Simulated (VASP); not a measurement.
# Ti (Fm-3m) in VASP: a series of runs

The runs below take Ti through relaxation of cell and atoms, with PBE.

All numbers are computed with VASP 6.6.1; they aren't measurements. Logs are shortened: lines on timing, memory, paths and dates and some standing lists are left out, and cuts for length are marked.

### Step 1. The cell of the first run

The structure is cubic, space group Fm-3m (No. 225). Conventional cell: a = 3.656 Å, b = 3.656 Å, c = 3.656 Å, α = 90.00°, β = 90.00°, γ = 90.00°. Ti (site symmetry m-3m) has 12 Ti at 2.59 Å within 3.4 Å.

This isn't the form of Ti at room conditions, which is hcp.

### Step 2. Relaxation of cell and atoms, PBE, target pressure 68 GPa, at which the enthalpy is minimised

INCAR

```
SYSTEM = Ti
ALGO     = Normal         ! electronic algorithm
EDIFF    = 1E-6           ! SCF threshold, eV
EDIFFG   = -0.005         ! ionic threshold
ENCUT    = 600            ! plane-wave cutoff, eV
GGA      = PE             ! functional
IBRION   = 2              ! ionic algorithm
ISIF     = 3              ! what is computed and relaxed
ISMEAR   = -1             ! smearing method
LASPH    = .TRUE.         ! aspherical terms in the spheres
LCHARG   = .FALSE.        ! write CHGCAR
LREAL    = .FALSE.        ! projectors in reciprocal space
LWAVE    = .FALSE.        ! write WAVECAR
NELM     = 100            ! most SCF steps
NSW      = 60             ! ionic steps
PREC     = Accurate       ! precision mode
PSTRESS  = 680.0        
SIGMA    = 0.1            ! smearing width, eV
```

KPOINTS

```
k-points
0
G
  18 18 18
  0 0 0
```

POSCAR

```
Ti
1.0
    0.0000000000      1.8278926141      1.8278926141
    1.8278926141      0.0000000000      1.8278926141
    1.8278926141      1.8278926141      0.0000000000
Ti
1
Direct
    0.0000000000      0.0000000000      0.0000000000
```

Potentials or basis: VASP PAW PBE potentials, release 64 (Ti_sv).

Started as:

```bash
$ cat potpaw_PBE.64/Ti_sv/POTCAR > POTCAR
$ mpirun -np 1 vasp_std > vasp.out
```

OUTCAR:

```text
SYSTEM = Ti
   EDIFF = 1E-6
   EDIFFG = -0.005
   ENCUT = 600
   GGA = PE
   IBRION = 2
   ISIF = 3
   ISMEAR = -1
   LASPH = .TRUE.
   LREAL = .FALSE.
   NELM = 100
   NSW = 60
   PREC = Accurate
   PSTRESS = 680.0

 ion  position               nearest neighbor table
   1  0.000  0.000  0.000-

  LATTYP: Found a face centered cubic cell.
 ALAT       =     3.6557852282

  Lattice vectors:

 A1 = (   0.0000000000,   1.8278926141,   1.8278926141)
 A2 = (   1.8278926141,   0.0000000000,   1.8278926141)
 A3 = (   1.8278926141,   1.8278926141,   0.0000000000)

Analysis of symmetry for initial positions (statically):
=====================================================================
 Subroutine PRICEL returns:
 Original cell was already a primitive cell.

 Routine SETGRP: Setting up the symmetry group for a
 face centered cubic supercell.

 Subroutine GETGRP returns: Found 48 space group operations
 (whereof 48 operations were pure point group operations)
 out of a pool of 48 trial point group operations.

The static configuration has the point symmetry O_h .

Analysis of symmetry for dynamics (positions and initial velocities):
=====================================================================
 Subroutine PRICEL returns:
 Original cell was already a primitive cell.

 Routine SETGRP: Setting up the symmetry group for a
 face centered cubic supercell.

 Subroutine GETGRP returns: Found 48 space group operations
 (whereof 48 operations were pure point group operations)
 out of a pool of 48 trial point group operations.

The dynamic configuration has the point symmetry O_h .

 Subroutine INISYM returns: Found 48 space group operations
 (whereof 48 operations are pure point group operations),
 and found     1 'primitive' translations

----------------------------------------------------------------------------------------

                                     Primitive cell

  volume of cell :      12.2147

  direct lattice vectors                    reciprocal lattice vectors
     0.000000000  1.827892614  1.827892614    -0.273539045  0.273539045  0.273539045
     1.827892614  0.000000000  1.827892614     0.273539045 -0.273539045  0.273539045
     1.827892614  1.827892614  0.000000000     0.273539045  0.273539045 -0.273539045

  length of vectors
     2.585030525  2.585030525  2.585030525     0.473783524  0.473783524  0.473783524

  position of ions in fractional coordinates (direct lattice)
     0.000000000  0.000000000  0.000000000

  ion indices of the primitive-cell ions
   primitive index   ion index
                 1           1

----------------------------------------------------------------------------------------

 KPOINTS: k-points

Automatic generation of k-mesh.
 Grid dimensions read from file:
 generate k-points for:   18   18   18

 Generating k-lattice:

  Cartesian coordinates                     Fractional coordinates (reciprocal lattice)
    -0.015196614  0.015196614  0.015196614     0.055555556  0.000000000  0.000000000
     0.015196614 -0.015196614  0.015196614     0.000000000  0.055555556  0.000000000
     0.015196614  0.015196614 -0.015196614     0.000000000  0.000000000  0.055555556

  Length of vectors
     0.026321307  0.026321307  0.026321307

  Shift w.r.t. Gamma in fractional coordinates (k-lattice)
     0.000000000  0.000000000  0.000000000

 Subroutine IBZKPT returns following result:
 ===========================================

 Found    195 irreducible k-points:

 Following reciprocal coordinates:
            Coordinates               Weight
  0.000000  0.000000  0.000000      1.000000
  0.055556  0.000000  0.000000      8.000000
  0.111111  0.000000  0.000000      8.000000
  0.166667  0.000000  0.000000      8.000000
  0.222222  0.000000  0.000000      8.000000
  0.277778  0.000000  0.000000      8.000000
[... 16 lines left out ...]
 -0.277778  0.055556  0.000000     24.000000
 -0.222222  0.055556  0.000000     24.000000
 [... further k-points ...]
   k-points           NKPTS =    195   k-points in BZ     NKDIM =    195   number of bands    NBANDS=     10
   number of dos      NEDOS =    301   number of ions     NIONS =      1
   total plane-waves  NPLWV =  13824
   dimension x,y,z NGX =    24 NGY =   24 NGZ =   24
   dimension x,y,z NGXF=    48 NGYF=   48 NGZF=   48
   ions per type =               1
   NGX,Y,Z   is equivalent  to a cutoff of  15.43, 15.43, 15.43 a.u.
   NGXF,Y,Z  is equivalent  to a cutoff of  30.87, 30.87, 30.87 a.u.
 SYSTEM =  Ti
   PREC   = accura    normal or accurate (medium, high low for compatibility)
   ISTART =      0    job   : 0-new  1-cont  2-samecut
   ICHARG =      2    charge: 1-file 2-atom 10-const
   ISPIN  =      1    spin polarized calculation?
   LNONCOLLINEAR =      F non collinear calculations
   LSORBIT =      F    spin-orbit coupling
   LASPH  =      T    aspherical Exc in radial PAW
   ENCUT  =  600.0 eV  44.10 Ry    6.64 a.u.   5.16  5.16  5.16*2*pi/ulx,y,z
   NELM   =    100;   NELMIN=  2; NELMDL= -5     # of ELM steps
   EDIFF  = 0.1E-05   stopping-criterion for ELM
   LREAL  =      F    real-space projection
   EDIFFG = -.5E-02   stopping-criterion for IOM
   NSW    =     60    number of steps for IOM
   IBRION =      2    ionic relax: 0-MD 1-quasi-New 2-CG
   NFREE  =      1    steps in history (QN), initial steepest desc. (CG)
   ISIF   =      3    stress and relaxation
   ISYM   =      2    0-nonsym 1-usesym 2-fastsym
   POTIM  = 0.5000    time-step for ionic-motion
   TEBEG  =    0.0;   TEEND  =   0.0 temperature during run
   PSTRESS=  680.0 pullay stress
   NELECT =      12.0000    total number of electrons
   NUPDOWN=      -1.0000    fix difference up-down
   EMIN   =  10.00;   EMAX   =-10.00  energy-range for DOS
   EFERMI =   0.00;   METHOD = LEGACY
   ISMEAR =    -1;   SIGMA  =   0.10  broadening in eV -4-tet -1-fermi 0-gaus
   EFERMI_NEDOS =   21; number of points for ismear=-14 and -15
   IALGO  =     38    algorithm
   IMIX   =      4    mixing-type and parameters
     AMIX     =   0.40;   BMIX     =  1.00
     AMIX_MAG =   1.60;   BMIX_MAG =  1.00
  volume/ion in A,a.u.               =      12.21        82.43
  Fermi-wavevector in a.u.,A,eV,Ry     =   1.627451  3.075436 36.036344  2.648597
  Thomas-Fermi vector in A             =   2.720244
   LORBIT       =      0    0 simple, 1 ext, 2 COOP (PROOUT), +10 PAW based schemes
   GGA     = PE    functional components
   LHFCALC =     F    Hartree Fock is set to
   AEXX    =    0.0000 exact exchange contribution
   IVDW    =     0    specifies the selected vdW correction
   LEPSILON=     F    determine dielectric tensor
   LRPA    =     F    only Hartree local field effects (RPA)
 conjugate gradient relaxation of ions
 non-spin polarized calculation
  energy-cutoff  :      600.00
  volume of cell :       12.21
 maximum number of plane-waves:       419
 NGX is ok and might be reduce to    24
   NGX = 11   NGY = 11   NGZ = 11

--------------------------------------- Ionic step        1  -------------------------------------------

 number of electron      11.9999999 magnetization

 Free energy of the ion-electron system (eV)
  ---------------------------------------------------
  ext. energy  EPLUGINS =         0.00000000
  ---------------------------------------------------
  free energy    TOTEN  =        -6.96785373 eV

  energy without entropy =       -6.93210626  energy(sigma->0) =       -6.94998000

------------------------ aborting loop because EDIFF is reached ----------------------------------------

  FORCE on cell =-STRESS in cart. coord.  units (eV):
  Direction    XX          YY          ZZ          XY          YZ          ZX
  --------------------------------------------------------------------------------------
  -------------------------------------------------------------------------------------
  Total        5.0666402      5.0666402      5.0666402      0.0000000      0.0000000      0.0000000
  in kB      664.5820600    664.5820600    664.5820600      0.0000000      0.0000000      0.0000000
  external PRESSURE =     -15.4179400 kB  Pullay stress =     680.0000000 kB

 VOLUME and BASIS-vectors are now :
 -----------------------------------------------------------------------------
  energy-cutoff  :      600.00
  volume of cell :       12.21
      direct lattice vectors                 reciprocal lattice vectors
     0.000000000  1.827892614  1.827892614    -0.273539045  0.273539045  0.273539045
     1.827892614  0.000000000  1.827892614     0.273539045 -0.273539045  0.273539045
     1.827892614  1.827892614  0.000000000     0.273539045  0.273539045 -0.273539045
[... 44 lines left out ...]
  FREE ENERGIE OF THE ION-ELECTRON SYSTEM (eV)
  ---------------------------------------------------
  free  energy   TOTEN  =        -6.8788976946 eV

  energy  without entropy=       -6.8438240544  energy(sigma->0) =       -6.86136087

  enthalpy is  TOTEN    =        -1.7824073892 eV   P V=        5.0964903054

--------------------------------------- Ionic step        3  -------------------------------------------

 number of electron      11.9999999 magnetization

 Free energy of the ion-electron system (eV)
  ---------------------------------------------------
  ext. energy  EPLUGINS =         0.00000000
  ---------------------------------------------------
  free energy    TOTEN  =        -6.94156832 eV

  energy without entropy =       -6.90602498  energy(sigma->0) =       -6.92379665

 E-fermi :  12.6129     XC(G=0): -13.2914

 val. band max:       12.5988005283   @ k =   0.5000   0.1111   0.0000
 cond. band min:      12.6201178029   @ k =  -0.3333   0.3333   0.1667
 fundamental gap:      0.0213172745
 Fermi energy:        12.6128536644

 k-point     1 :       0.0000    0.0000    0.0000
  band No.  band energies     occupation
      1     -43.7570      2.00000
      2     -18.8454      2.00000
      3     -18.8454      2.00000
      4     -18.8454      2.00000
      5       5.9491      2.00000
      6      13.5782      0.00013
      7      13.5782      0.00013
      8      13.5782      0.00013
      9      16.1933      0.00000
     10      16.1933      0.00000

 k-point     2 :       0.0556    0.0000    0.0000
  band No.  band energies     occupation
      1     -43.7431      2.00000
      2     -18.9102      2.00000
      3     -18.8527      2.00000
      4     -18.8527      2.00000
      5       6.0942      2.00000
      6      13.4786      0.00035
      7      13.6358      0.00007
      8      13.6358      0.00007
      9      16.1490      0.00000
     10      16.1490      0.00000
[... 274 lines left out ...]
 k-point    24 :      -0.2222    0.0556    0.0000
  band No.  band energies     occupation
      1     -43.5254      2.00000
      2     -19.8260      2.00000
      3     -19.0243      2.00000
      4     -18.9363      2.00000
      5       8.2282      2.00000
      6      12.5140      1.45762
      7      13.9322      0.00000
      8      14.0696      0.00000
      9      15.8260      0.00000
     10      16.6444      0.00000

 [... further k-points ...]
[... 5 lines left out ...]
  --------------------------------------------------------------------------------------
  -------------------------------------------------------------------------------------
  Total        5.1568167      5.1568167      5.1568167      0.0000000      0.0000000      0.0000000
  in kB      679.8974605    679.8974605    679.8974605      0.0000000      0.0000000      0.0000000
  external PRESSURE =      -0.1025395 kB  Pullay stress =     680.0000000 kB

 VOLUME and BASIS-vectors are now :
 -----------------------------------------------------------------------------
  energy-cutoff  :      600.00
  volume of cell :       12.15
      direct lattice vectors                 reciprocal lattice vectors
     0.000000000  1.824762254  1.824762254    -0.274008298  0.274008298  0.274008298
     1.824762254 -0.000000000  1.824762254     0.274008298 -0.274008298  0.274008298
     1.824762254  1.824762254 -0.000000000     0.274008298  0.274008298 -0.274008298

 POSITION                                       TOTAL-FORCE (eV/Angst)
 -----------------------------------------------------------------------------------
      0.00000      0.00000      0.00000        -0.000000     -0.000000      0.000000
 -----------------------------------------------------------------------------------
    total drift:                                0.000000     -0.000000     -0.000000

  FREE ENERGIE OF THE ION-ELECTRON SYSTEM (eV)
  ---------------------------------------------------
  free  energy   TOTEN  =        -6.9415683180 eV

  energy  without entropy=       -6.9060249765  energy(sigma->0) =       -6.92379665

  enthalpy is  TOTEN    =        -1.7839738391 eV   P V=        5.1575944788

 reached required accuracy - stopping structural energy minimisation
```

It took 34 s on 1 thread of Intel Xeon 6975P-C (Granite Rapids), shared host; peak memory 0.16 GiB.

Results:

```yaml
Free_energy: -6.9416 eV
Relaxed_volume: 12.15 Å³/atom
Relaxed_cell: a = 2.581 Å, b = 2.581 Å, c = 2.581 Å, α = 60.00°, β = 60.00°, γ = 60.00°
Space_group_after_relaxing_to_0.1_Å: Fm-3m (No. 225)
Energy_change_on_relaxing_the_run_minimises_the_enthalpy: +26.3 meV/atom
Ionic_steps: 3
Pressure_after_relaxing: 68.0 GPa
Band_gap_on_the_k_mesh: zero (bands 6 and 7 overlap by 1.74 eV)
```

The path:
| step | energy change (eV) | largest force (eV/Å) | pressure (GPa) | volume (Å³) |
| --- | --- | --- | --- | --- |
| 1 | 0.0000 | 0.0000 | 66.46 | 12.21 |
| 2 | 0.0890 | 0.0000 | 71.48 | 12.01 |
| 3 | 0.0263 | 0.0000 | 67.99 | 12.15 |

Final structure:
```
Ti
1.0
     0.00000    1.82476    1.82476
     1.82476    0.00000    1.82476
     1.82476    1.82476    0.00000
Ti
1
Direct
  0.00000 0.00000 0.00000
```

Levels at points of the mesh, in eV from the Fermi level:
| k point | band 2 | band 3 | band 4 | band 5 | band 6 | band 7 | band 8 | band 9 | band 10 |
| --- | --- | --- | --- | --- | --- | --- | --- | --- | --- |
| (0.00, 0.00, 0.00) | -31.46 | -31.46 | -31.46 | -6.66 | 0.97 | 0.97 | 0.97 | 3.58 | 3.58 |
| (0.50, 0.00, 0.00) | -33.45 | -31.69 | -31.69 | -3.55 | 0.73 | 0.73 | 2.13 | 5.33 | 5.33 |
| (0.50, 0.50, 0.00) | -33.29 | -32.13 | -32.13 | -4.17 | -3.03 | 5.24 | 5.32 | 5.80 | 5.80 |

Caveat: the cell is relaxed towards a set pressure, so the run minimises the enthalpy, not the energy.

### Step 3. Relaxation of cell and atoms, PBE, target pressure 68 GPa, at which the enthalpy is minimised

INCAR

```
SYSTEM = Ti
PREC = Accurate
ENCUT = 600
EDIFF = 1E-6
ISMEAR = -1
SIGMA = 0.1
LREAL = .False.
LASPH = .True.
NELM = 80
ALGO = Normal
ISIF = 3
LWAVE = .False.
LCHARG = .False.
GGA = PE
IBRION = 2
NSW = 32
EDIFFG = -0.005
PSTRESS = 680.0
```

KPOINTS

```
regular mesh
0
Gamma
  18 18 18
  0 0 0
```

POSCAR

```
Ti
1.0
    0.0000000000      1.8271878723      1.8271878723
    1.8271878723      0.0000000000      1.8271878723
    1.8271878723      1.8271878723      0.0000000000
Ti
1
Direct
    0.0000000000      0.0000000000      0.0000000000
```

Potentials or basis: VASP PAW PBE potentials, release 64 (Ti_sv).

Started as:

```bash
$ cat potpaw_PBE.64/Ti_sv/POTCAR > POTCAR
$ mpirun -np 1 vasp_std > vasp.out
```

It took 36 s on 1 thread of Intel Xeon 6975P-C (Granite Rapids), shared host; peak memory 0.16 GiB.

The run converged. Its results:

```
Free energy                                                : -6.9415 eV
Relaxed volume                                             : 12.15 Å³/atom
Relaxed cell                                               : a = 2.581 Å, b = 2.581 Å, c = 2.581 Å, α = 60.00°, β = 60.00°, γ = 60.00°
Space group after relaxing (to 0.1 Å)                      : Fm-3m (No. 225)
Energy change on relaxing (the run minimises the enthalpy) : +20.5 meV/atom
Ionic steps                                                : 3
Pressure after relaxing                                    : 68.0 GPa
Band gap on the k mesh                                     : zero (bands 6 and 7 overlap by 1.74 eV)
```

Step by step:
```
step  energy change (eV)  largest force (eV/Å)  pressure (GPa)  volume (Å³)
   1              0.0000                0.0000           66.80        12.20
   2              0.0691                0.0000           70.70        12.04
   3              0.0205                0.0000           67.99        12.15
```

Final structure:
```yaml
crystal:
  lattice:
    - [0.00000, 1.82475, 1.82475]
    - [1.82475, 0.00000, 1.82475]
    - [1.82475, 1.82475, 0.00000]
  atoms:
    - { symbol: Ti, position: [0.00000, 0.00000, 0.00000] }
```

Levels at points of the mesh, in eV from the Fermi level:
```
           k point  band 3  band 4  band 5  band 6  band 7  band 8  band 9  band 10
(0.00, 0.00, 0.00)  -31.46  -31.46   -6.66    0.97    0.97    0.97    3.58     3.58
(0.50, 0.00, 0.00)  -31.69  -31.69   -3.55    0.73    0.73    2.13    5.33     5.33
(0.50, 0.50, 0.00)  -32.13  -32.13   -4.17   -3.03    5.24    5.32    5.80     5.80
```

Caveat: the cell is relaxed towards a set pressure, so the run minimises the enthalpy, not the energy.

The gap in the log of VASP goes by the Fermi energy; the results here count the filled bands.